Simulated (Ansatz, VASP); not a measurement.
# Two plane-wave programs on HfB

Contents of INCAR:

```
SYSTEM = HfB
PREC = Accurate ; ENCUT = 520
EDIFF = 1E-6 ; ISMEAR = 0
SIGMA = 0.1 ; LREAL = .False.
LASPH = .True. ; NELM = 100
ALGO = Normal ; ISIF = 2
LWAVE = .False. ; LCHARG = .False.
GGA = PS ; NBANDS = 21
```

KPOINTS

```
Automatic mesh
0
Gamma
  16 16 12
  0 0 0
```

File POSCAR:

```
HfB
1.0
    2.4298568846      2.4298568846      0.0000000000
   -2.4298568846      2.4298568846      0.0000000000
    0.0000000000      0.0000000000      4.8597137691
Hf B
2 2
Direct
    0.5000000000      0.5000000000      0.0000000000
    0.0000000000      0.0000000000      0.5000000000
    0.0000000000      0.0000000000      0.0000000000
    0.5000000000      0.5000000000      0.5000000000
```

Input for Ansatz:

```yaml
crystal:
  lattice:
    - [2.4298568846, 2.4298568846, 0.0]
    - [-2.4298568846, 2.4298568846, 0.0]
    - [0.0, 0.0, 4.8597137691]
  atoms:
    - { symbol: Hf, position: [0.5, 0.5, 0.0] }
    - { symbol: Hf, position: [0.0, 0.0, 0.5] }
    - { symbol: B, position: [0.0, 0.0, 0.0] }
    - { symbol: B, position: [0.5, 0.5, 0.5] }
basis:
  ecutwfc: 420
kpoints:
  mp_grid: { grid: [16, 16, 12] }
hamiltonian:
  xc: pbesol
scf:
  occupations: { method: gaussian, width: 0.1 }
output:
  forces: true
  stress: true
  eigenvalues: true
```

Change from the starting cell: equal strain along all axes, cell held, atoms relaxed: +1.5 %.

Alike in both runs: task single point; functional PBEsol; k mesh 16 × 16 × 12; occupations gaussian, width 0.1 eV; no spin polarisation.

|  | VASP | Ansatz |
| --- | --- | --- |
| version | VASP 6.6.1 | Ansatz 0.2.0 |
| potentials or method | VASP PAW PBE potentials, release 64 (Hf_pv, B), cutoff 520 eV | scalar-relativistic, plane waves, PAW |
| valence electrons in the cell | 26 | 58 |

VASP gave:

```
gap on the k mesh at the Fermi level (eV) : none
pressure (GPa)                            : -7.2
```

Estimate Ansatz's values.

gap on the k mesh at the Fermi level (eV): none; pressure (GPa): -7.4.

VASP's potentials were made for PBE, not for PBEsol. A gap of «none» marks a metal or a gap that the smearing closes. VASP's potentials hold 26 valence electrons a cell and Ansatz's 58, so a difference there can come from the potentials and not from the codes.

Spin-orbit coupling is off throughout.
